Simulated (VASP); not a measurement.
# NbAl7N8 in VASP: single point with PBEsol+U

Aim: the single point of NbAl7N8 with PBEsol+U.

All numbers are computed with VASP 6.6.1; they aren't measurements. Logs are shortened: lines on timing, memory, paths and dates and some standing lists are left out, and cuts for length are marked.

**1. The cell of the first run**

The typed cell holds 16 atoms: a = 6.220 Å, b = 6.220 Å, c = 4.980 Å, α = 90.00°, β = 90.00°, γ = 120.00°.

**2. Single point, PBEsol+U, collinear spin**

INCAR reads:

```
SYSTEM = NbAl7N8
PREC = Accurate
ENCUT = 520
EDIFF = 1E-6
ISMEAR = 0
SIGMA = 0.05
LREAL = Auto
LASPH = .TRUE.
NELM = 150
ALGO = Normal
ISIF = 2
LWAVE = .FALSE.
LCHARG = .FALSE.
ISPIN = 2
MAGMOM = 2 0 0 0 0 0 0 0 0 0 0 0 0 0 0 0
LORBIT = 11
LMAXMIX = 4
LDAU = .TRUE.
LDAUTYPE = 2
LDAUL = 2 -1 -1
LDAUU = 2 0 0
LDAUJ = 0 0 0
LDAUPRINT = 1
GGA = PS
NBANDS = 55
```

KPOINTS reads:

```
Automatic mesh
0
G
  3 3 4
  0 0 0
```

POSCAR reads:

```
NbAl7N8
1.0
    6.2200009000      0.0000000000      0.0000000000
   -3.1100004000      5.3866788000      0.0000000000
    0.0000000000      0.0000000000      4.9800000000
Nb Al N
1 7 8
Direct
    0.3338417743      0.1666276143     -0.0348762699
    0.3342406972      0.6668325378      0.0049829633
    0.8337097530      0.1663245265      0.0050034951
    0.8336936286      0.6668201850      0.0050110067
    0.1637037653      0.3368497293      0.4970635264
    0.1636873568      0.8262611323      0.4970751282
    0.6742438362      0.3368391606      0.4970901299
    0.6672381422      0.8333371740      0.5015561599
    0.3338759008      0.1666459026      0.4321118678
    0.3365163943      0.6679721355      0.3802378052
    0.8325784308      0.1640550719      0.3802522820
    0.8325734744      0.6679534474      0.3802579307
    0.1519303112      0.3486090891      0.8740846827
    0.1519190416      0.8027449092      0.8741002976
    0.6977341548      0.3485889324      0.8741258016
    0.6672264891      0.8333369640      0.8824691579
```

Potentials or basis: VASP PAW PBE potentials, release 64 (Nb_sv, Al, N).

The run is started by

```bash
$ cat potpaw_PBE.64/Nb_sv/POTCAR potpaw_PBE.64/Al/POTCAR potpaw_PBE.64/N/POTCAR > POTCAR
$ mpirun -np 1 vasp_std > vasp.out
```

OUTCAR:

```text
SYSTEM = NbAl7N8
   PREC = Accurate
   ENCUT = 520
   EDIFF = 1E-6
   ISMEAR = 0
   LREAL = Auto
   LASPH = .TRUE.
   NELM = 150
   ISIF = 2
   ISPIN = 2
   LORBIT = 11
   GGA = PS

 ion  position               nearest neighbor table
   1  0.334  0.167  0.965-  14 2.01  15 2.01  13 2.01   9 2.33   6 2.97   5 2.97   7 2.97   4 3.12
                             3 3.12   2 3.12   2 3.12   3 3.12   4 3.12
   2  0.334  0.667  0.005-  13 1.84  14 1.84  10 1.87  16 1.89   5 3.03   6 3.03   8 3.05   8 3.08
                             6 3.09   5 3.09   4 3.11   3 3.11   3 3.11   4 3.11   1 3.12   1 3.12
   3  0.834  0.166  0.005-  13 1.84  15 1.84  11 1.87  16 1.89   5 3.03   7 3.03   8 3.05   8 3.08
                             7 3.09   5 3.09   2 3.11   4 3.11   4 3.11   2 3.11   1 3.12   1 3.12
   4  0.834  0.667  0.005-  15 1.84  14 1.84  12 1.87  16 1.89   6 3.03   7 3.03   8 3.05   8 3.08
                             7 3.09   6 3.09   2 3.11   3 3.11   3 3.11   2 3.11   1 3.12   1 3.12
   5  0.164  0.337  0.497-   9 1.86  11 1.88  10 1.88  13 1.88   1 2.97   3 3.03   2 3.03   6 3.04
                             7 3.04   2 3.09   3 3.09   8 3.11   8 3.11   7 3.18   6 3.18
   6  0.164  0.826  0.497-   9 1.86  12 1.88  10 1.88  14 1.88   1 2.97   4 3.03   2 3.03   5 3.04
                             7 3.04   2 3.09   4 3.09   8 3.11   8 3.11   7 3.18   5 3.18
   7  0.674  0.337  0.497-   9 1.86  12 1.88  11 1.88  15 1.88   1 2.97   4 3.03   3 3.03   6 3.04
                             5 3.04   3 3.09   4 3.09   8 3.11   8 3.11   5 3.18   6 3.18
   8  0.667  0.833  0.502-  12 1.88  11 1.88  10 1.88  16 1.90   4 3.05   3 3.05   2 3.05   2 3.08
                             4 3.08   3 3.08   6 3.11   5 3.11   7 3.11   7 3.11   5 3.11   6 3.11
   9  0.334  0.167  0.432-   7 1.86   5 1.86   6 1.86   1 2.33
  10  0.337  0.668  0.380-   2 1.87   6 1.88   5 1.88   8 1.88
  11  0.833  0.164  0.380-   3 1.87   5 1.88   7 1.88   8 1.88
  12  0.833  0.668  0.380-   4 1.87   6 1.88   7 1.88   8 1.88
  13  0.152  0.349  0.874-   2 1.84   3 1.84   5 1.88   1 2.01
  14  0.152  0.803  0.874-   4 1.84   2 1.84   6 1.88   1 2.01
  15  0.698  0.349  0.874-   4 1.84   3 1.84   7 1.88   1 2.01
  16  0.667  0.833  0.882-   2 1.89   4 1.89   3 1.89   8 1.90

  LATTYP: Found a hexagonal cell.
 ALAT       =     6.2200009000
 C/A-ratio  =     0.8006429710

  Lattice vectors:

 A1 = (   6.2200009000,   0.0000000000,   0.0000000000)
 A2 = (  -3.1100004000,   5.3866788000,   0.0000000000)
 A3 = (   0.0000000000,   0.0000000000,   4.9800000000)

Analysis of symmetry for initial positions (statically):
=====================================================================
 Subroutine PRICEL returns:
 Original cell was already a primitive cell.

 Routine SETGRP: Setting up the symmetry group for a
 hexagonal supercell.

 Subroutine GETGRP returns: Found  1 space group operations
 (whereof  1 operations were pure point group operations)
 out of a pool of 24 trial point group operations.

The static configuration has the point symmetry C_1 .

Analysis of symmetry for dynamics (positions and initial velocities):
=====================================================================
 Subroutine PRICEL returns:
 Original cell was already a primitive cell.

 Routine SETGRP: Setting up the symmetry group for a
 hexagonal supercell.

 Subroutine GETGRP returns: Found  1 space group operations
 (whereof  1 operations were pure point group operations)
 out of a pool of 24 trial point group operations.

The dynamic configuration has the point symmetry C_1 .

Analysis of structural, dynamic, and magnetic symmetry:
=====================================================================
 Subroutine PRICEL returns:
 Original cell was already a primitive cell.

 Routine SETGRP: Setting up the symmetry group for a
 hexagonal supercell.

 Subroutine GETGRP returns: Found  1 space group operations
 (whereof  1 operations were pure point group operations)
 out of a pool of 24 trial point group operations.

The overall configuration has the point symmetry C_1 .

 Subroutine INISYM returns: Found  1 space group operations
 (whereof  1 operations are pure point group operations),
 and found     1 'primitive' translations

----------------------------------------------------------------------------------------

                                     Primitive cell

  volume of cell :     166.8556

  direct lattice vectors                    reciprocal lattice vectors
     6.220000900  0.000000000  0.000000000     0.160771681  0.092821572  0.000000000
[... 125 lines left out ...]
   IALGO  =     38    algorithm
   IMIX   =      4    mixing-type and parameters
     AMIX     =   0.40;   BMIX     =  1.00
     AMIX_MAG =   1.60;   BMIX_MAG =  1.00
  volume/ion in A,a.u.               =      10.43        70.37
  Fermi-wavevector in a.u.,A,eV,Ry     =   1.248452  2.359232 21.206474  1.558632
  Thomas-Fermi vector in A             =   2.382538
   LORBIT       =     11    0 simple, 1 ext, 2 COOP (PROOUT), +10 PAW based schemes
 LDA+U is selected, type is set to LDAUTYPE =  2
   angular momentum for each species LDAUL =     2   -1   -1
   U (eV)           for each species LDAUU =   2.0  0.0  0.0
   J (eV)           for each species LDAUJ =   0.0  0.0  0.0
   GGA     = PS    functional components
   LHFCALC =     F    Hartree Fock is set to
   AEXX    =    0.0000 exact exchange contribution
   IVDW    =     0    specifies the selected vdW correction
   LEPSILON=     F    determine dielectric tensor
   LRPA    =     F    only Hartree local field effects (RPA)
 spin polarized calculation
 Gauss-broadening in eV      SIGMA  =   0.05
  energy-cutoff  :      520.00
  volume of cell :      166.86
 maximum number of plane-waves:      4554
 NGX is ok and might be reduce to    48
   NGX = 23   NGY = 23   NGZ = 19

atom =   1  type =  1  l = 2

 onsite density matrix

spin component  1

  0.2321 -0.0000 -0.0000  0.0807 -0.0000
 -0.0000  0.6585 -0.0000  0.0000  0.0808
 -0.0000 -0.0000  0.1663 -0.0000  0.0000
  0.0807  0.0000 -0.0000  0.6585 -0.0001
 -0.0000  0.0808  0.0000 -0.0001  0.2321

spin component  2

  0.1731  0.0000 -0.0000 -0.0443  0.0000
  0.0000  0.0738  0.0000 -0.0000 -0.0443
 -0.0000  0.0000  0.1478  0.0000  0.0000
 -0.0443 -0.0000  0.0000  0.0738  0.0000
  0.0000 -0.0443  0.0000  0.0000  0.1731

 occupancies and eigenvectors

  o =  0.0569  v =  0.0000  0.0000  0.0000  0.0000  0.0000  0.3559  0.0245 -0.0000  0.9342  0.0092      0.0000  0.0000  0.0000  0.0000  0.0000  0.0000  0.0000  0.0000  0.0000  0.0000
  o =  0.0569  v =  0.0000  0.0000  0.0000  0.0000  0.0000 -0.0094  0.9341 -0.0001 -0.0244  0.3560      0.0000  0.0000  0.0000  0.0000  0.0000  0.0000  0.0000  0.0000  0.0000  0.0000
  o =  0.1478  v =  0.0000  0.0000  0.0000  0.0000  0.0000  0.0001  0.0001  1.0000 -0.0000 -0.0002      0.0000  0.0000  0.0000  0.0000  0.0000  0.0000  0.0000  0.0000  0.0000  0.0000
  o =  0.1663  v = -0.0001 -0.0001 -1.0000  0.0000  0.0002  0.0000  0.0000  0.0000  0.0000  0.0000      0.0000  0.0000  0.0000  0.0000  0.0000  0.0000  0.0000  0.0000  0.0000  0.0000
  o =  0.1900  v =  0.0000  0.0000  0.0000  0.0000  0.0000  0.5382  0.2912 -0.0002 -0.2051 -0.7639      0.0000  0.0000  0.0000  0.0000  0.0000  0.0000  0.0000  0.0000  0.0000  0.0000
  o =  0.1900  v =  0.0000  0.0000  0.0000  0.0000  0.0000 -0.7640  0.2050 -0.0000  0.2910 -0.5382      0.0000  0.0000  0.0000  0.0000  0.0000  0.0000  0.0000  0.0000  0.0000  0.0000
  o =  0.2173  v = -0.5820 -0.1453  0.0002  0.1066  0.7930  0.0000  0.0000  0.0000  0.0000  0.0000      0.0000  0.0000  0.0000  0.0000  0.0000  0.0000  0.0000  0.0000  0.0000  0.0000
  o =  0.2173  v =  0.7930 -0.1065  0.0001 -0.1450  0.5820  0.0000  0.0000  0.0000  0.0000  0.0000      0.0000  0.0000  0.0000  0.0000  0.0000  0.0000  0.0000  0.0000  0.0000  0.0000
  o =  0.6733  v = -0.1452 -0.5811  0.0000 -0.7937 -0.1063  0.0000  0.0000  0.0000  0.0000  0.0000      0.0000  0.0000  0.0000  0.0000  0.0000  0.0000  0.0000  0.0000  0.0000  0.0000
  o =  0.6733  v =  0.1064 -0.7937  0.0000  0.5811 -0.1454  0.0000  0.0000  0.0000  0.0000  0.0000      0.0000  0.0000  0.0000  0.0000  0.0000  0.0000  0.0000  0.0000  0.0000  0.0000

 number of electron      73.9999996 magnetization       2.0000055

 Free energy of the ion-electron system (eV)
  ---------------------------------------------------
  ext. energy  EPLUGINS =         0.00000000
  ---------------------------------------------------
  free energy    TOTEN  =      -126.26593237 eV

  energy without entropy =     -126.26593204  energy(sigma->0) =     -126.26593220

 E-fermi :  10.0774     XC(G=0): -11.4000

 val. band max:        9.9317831218   @ k =   0.3333   0.3333   0.5000
 cond. band min:      10.2230529936   @ k =   0.3333   0.3333   0.0000
 fundamental gap:      0.2912698718
 Fermi energy:        10.0774182752

 spin component 1

 k-point     1 :       0.0000    0.0000    0.0000
  band No.  band energies     occupation
      1     -46.2400      1.00000
      2     -22.6721      1.00000
      3     -22.6720      1.00000
      4     -22.4269      1.00000
      5      -8.5746      1.00000
      6      -6.6199      1.00000
[... 977 lines left out ...]
     48      14.3280      0.00000
     49      15.0908      0.00000
 Fermi energy:        10.0774182752

 spin component 2

 k-point     1 :       0.0000    0.0000    0.0000
  band No.  band energies     occupation
      1     -45.4120      1.00000
      2     -21.8630      1.00000
      3     -21.8630      1.00000
      4     -21.2492      1.00000
      5      -8.5286      1.00000
      6      -6.5860      1.00000
[... 977 lines left out ...]
     48      14.5577      0.00000
     49      15.3574      0.00000
 [bands above 49 left out]

------------------------ aborting loop because EDIFF is reached ----------------------------------------

  FORCE on cell =-STRESS in cart. coord.  units (eV):
  Direction    XX          YY          ZZ          XY          YZ          ZX
  --------------------------------------------------------------------------------------
  -------------------------------------------------------------------------------------
  Total       14.0430926     14.0437543      6.7530082     -0.0002428      0.0004281      0.0004670
  in kB      134.8442627    134.8506164     64.8435808     -0.0023316      0.0041103      0.0044838
  external PRESSURE =     111.5128200 kB  Pullay stress =       0.0000000 kB

 VOLUME and BASIS-vectors are now :
 -----------------------------------------------------------------------------
  energy-cutoff  :      520.00
  volume of cell :      166.86
      direct lattice vectors                 reciprocal lattice vectors
     6.220000900  0.000000000  0.000000000     0.160771681  0.092821572  0.000000000
    -3.110000400  5.386678800  0.000000000     0.000000000  0.185643146  0.000000000
     0.000000000  0.000000000  4.980000000     0.000000000  0.000000000  0.200803213

 POSITION                                       TOTAL-FORCE (eV/Angst)
 -----------------------------------------------------------------------------------
      1.55828      0.89757      4.80632         0.000712      0.001364      0.052007
      0.00513      3.59201      0.02482         0.032185      0.018975      0.045872
      4.66841      0.89594      0.02492         0.001306     -0.038690      0.045351
      3.11176      3.59195      0.02495        -0.034073      0.018448      0.044798
     -0.02937      1.81450      2.47538         0.002722     -0.002122     -0.048003
     -1.55154      4.45080      2.47543         0.001199      0.004062     -0.048880
[... 8 lines left out ...]
      3.25580      1.87774      4.35315         0.020777      0.011921     -0.029947
      1.55847      4.48892      4.39470        -0.000254      0.000194     -0.009049
 -----------------------------------------------------------------------------------
    total drift:                                0.001542     -0.004037      0.012439

  FREE ENERGIE OF THE ION-ELECTRON SYSTEM (eV)
  ---------------------------------------------------
  free  energy   TOTEN  =      -126.2659323661 eV

  energy  without entropy=     -126.2659320420  energy(sigma->0) =     -126.26593220

 total charge

# of ion       s       p       d       tot
------------------------------------------
    1        2.188   6.041   2.549  10.779
    2        0.375   0.470   0.000   0.845
    3        0.375   0.470   0.000   0.845
    4        0.375   0.470   0.000   0.845
    5        0.374   0.457   0.000   0.831
    6        0.374   0.457   0.000   0.831
[... 8 lines left out ...]
   15        1.234   2.655   0.000   3.889
   16        1.219   2.622   0.000   3.841
--------------------------------------------------
tot         14.601  30.382   2.549  47.533

 magnetization (x)

# of ion       s       p       d       tot
------------------------------------------
    1        0.010   0.012   1.289   1.311
    2        0.003   0.005   0.000   0.008
    3        0.003   0.005   0.000   0.008
    4        0.003   0.005   0.000   0.008
    5        0.005   0.005   0.000   0.010
    6        0.005   0.005   0.000   0.010
[... 8 lines left out ...]
   15       -0.000   0.014   0.000   0.014
   16        0.000   0.002   0.000   0.002
--------------------------------------------------
tot          0.035   0.110   1.289   1.434
```

Wall time 12 min (1 thread of AMD EPYC 7R43 (Zen 3), shared host); peak memory 0.45 GiB.

What came out:

```
Free energy                                           : -126.2659 eV
Pressure                                              : 11.2 GPa
Largest force                                         : 0.060 eV/Å
Band gap on the k mesh                                : 0.29 eV (least direct gap 0.66 eV)
Net moment                                            : 2.00 μB per cell
Site moments                                          : Nb +1.31; Al +0.01, +0.00 (each value once); N +0.01, +0.00 (each value once) μB
Valence electrons inside the program's atomic spheres : Nb 10.78; Al 0.84, 0.83, 0.82 (each value once); N 3.81, 3.87, 3.89, 3.84 (each value once)
```

Forces on the atoms (eV/Å):
```
Nb   0.001  0.001  0.052
Al   0.032  0.019  0.046
Al   0.001 -0.039  0.045
Al  -0.034  0.018  0.045
Al   0.003 -0.002 -0.048
Al   0.001  0.004 -0.049
Al  -0.002 -0.002 -0.049
Al  -0.002  0.000 -0.012
N   -0.001  0.000  0.027
N   -0.011 -0.007  0.014
N    0.000  0.012  0.014
N    0.010 -0.005  0.014
N   -0.019  0.011 -0.030
N    0.000 -0.023 -0.030
N    0.021  0.012 -0.030
N    0.000  0.000 -0.009
```

Levels at points of the mesh, in eV from the valence-band top:
Spin up:
```csv
k point,band 34,band 35,band 36,band 37,band 38,band 39,band 40,band 41,band 42,band 43
"(0.00, 0.00, 0.00)",-3.80,-3.80,-3.55,-0.54,-0.54,0.47,0.98,0.98,1.01,2.55
"(0.00, 0.00, 0.50)",-4.34,-3.95,-3.95,-0.34,-0.34,0.79,0.79,1.65,1.89,1.89
```
Spin down:
| k point | band 33 | band 34 | band 35 | band 36 | band 37 | band 38 | band 39 | band 40 |
| --- | --- | --- | --- | --- | --- | --- | --- | --- |
| (0.00, 0.00, 0.00) | -4.09 | -3.78 | -3.78 | -3.48 | 0.75 | 1.04 | 1.04 | 1.37 |
| (0.00, 0.00, 0.50) | -4.25 | -4.25 | -3.89 | -3.89 | 0.99 | 0.99 | 1.72 | 1.72 |

Eigenvalues of the final occupation matrices:
```tsv
site	spin	trace	eigenvalues
site 1 d	1	1.95	0.17 0.22 0.22 0.67 0.67
site 1 d	2	0.64	0.06 0.06 0.15 0.19 0.19
```

Caveat: the stress differs along the axes, from 6 to 13 GPa; semilocal functionals underestimate gaps, and a narrow one can read as zero; the PAW data sets were made with another functional, which shifts forces and pressure a little.
